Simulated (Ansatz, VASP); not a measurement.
**BaF2: VASP beside Ansatz**

Contents of INCAR:

```
SYSTEM = BaF2
  PREC = Accurate
  ENCUT = 600
  EDIFF = 1E-6
  ISMEAR = 0
  SIGMA = 0.01
  LREAL = .FALSE.
  LASPH = .TRUE.
  NELM = 120
  ALGO = Normal
  ISIF = 2
  LWAVE = .FALSE.
  LCHARG = .FALSE.
  GGA = PE
  NBANDS = 19
  GGA_COMPAT = .FALSE.
```

The input KPOINTS:

```
Automatic mesh
0
G
  4 4 4
  0 0 0
```

The input POSCAR:

```
BaF2
1.0
    0.0000000000      3.1000500000      3.1000500000
    3.1000500000      0.0000000000      3.1000500000
    3.1000500000      3.1000500000      0.0000000000
Ba F
1 2
Direct
    0.0000000000      0.0000000000      0.0000000000
    0.2500000000      0.2500000000      0.2500000000
    0.7500000000      0.7500000000      0.7500000000
```

Input for Ansatz:

```yaml
crystal:
  lattice:
    - [0.0, 3.10005, 3.10005]
    - [3.10005, 0.0, 3.10005]
    - [3.10005, 3.10005, 0.0]
  atoms:
    - { symbol: Ba, position: [0.0, 0.0, 0.0] }
    - { symbol: F, position: [0.25, 0.25, 0.25] }
    - { symbol: F, position: [0.75, 0.75, 0.75] }
kpoints:
  mp_grid:
    grid: [4, 4, 4]
    shift: [0.0, 0.0, 0.0]
hamiltonian:
  xc: pbe
  pseudopotentials:
    kind: paw
scf:
  occupations:
    method: fixed
output:
  forces: true
  stress: true
  eigenvalues: true
```

Alike in both runs: task single point; functional PBE; k mesh 4 × 4 × 4; no spin polarisation.

```csv
,VASP,Ansatz
version,VASP 6.6.1,Ansatz 0.2.0
potentials or method,"VASP PAW PBE potentials, release 64 (Ba_sv, F)","plane waves, PAW"
plane-wave cutoff (eV),600,420
occupations,"gaussian, width 0.01 eV",fixed
valence electrons in the cell,24,24
```

VASP gave:

| Quantity | Value |
| --- | --- |
| gap on the k mesh at the Fermi level (eV) | 6.76 |
| pressure (GPa) | 2.3 |

Problem. Which values does Ansatz return?

Solution. gap on the k mesh at the Fermi level (eV): 6.83; pressure (GPa): 1.3.

The k mesh is coarse, so the values compare programs but aren't converged. Neither program's run includes spin-orbit coupling.
